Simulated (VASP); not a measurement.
Write the native input for VASP 6.6.1 that does the following.

```yaml
Task: single point
Functional: PBEsol
Potentials_or_basis: VASP PAW PBE potentials, release 64 (Al)
Cutoff: 520 eV
k_mesh: 12 × 12 × 12
Occupations: methfessel-paxton, width 0.1 eV
Spin: no spin polarisation
Dipole_correction: no
Further_INCAR_settings: ALGO = Normal; EDIFF = 1e-07; NBANDS = 8
```

The structure of Al lies in POSCAR:

```
Al
1.0
    0.0000000000      2.0514502267      2.0514502267
    2.0514502267      0.0000000000      2.0514502267
    2.0514502267      2.0514502267      0.0000000000
Al
1
Direct
    0.0000000000      0.0000000000      0.0000000000
```

These files were run (other wordings do the same):

INCAR

```
SYSTEM = Al
PREC = Accurate ; ENCUT = 520
EDIFF = 1E-7 ; ISMEAR = 1
SIGMA = 0.1 ; LREAL = .FALSE.
LASPH = .TRUE. ; NELM = 100
ALGO = Normal ; ISIF = 2
LWAVE = .FALSE. ; LCHARG = .TRUE.
GGA = PS ; LELF = .TRUE.
LVHAR = .TRUE. ; NBANDS = 8
```

KPOINTS

```
Automatic mesh
0
G
  12 12 12
  0 0 0
```

Potentials or basis: VASP PAW PBE potentials, release 64 (Al).

The run is started by

```bash
$ cat potpaw_PBE.64/Al/POTCAR > POTCAR
$ mpirun -np 1 vasp_std > vasp.out
```

Results of the run:

The pressure is -4.5 GPa.

Caveat: the PAW data sets were made with another functional, which shifts forces and pressure a little.

It took 5.5 s on 1 thread of Intel(R) Xeon(R) Platinum 8488C (Sapphire Rapids) (shared host), peak memory 0.13 GiB.
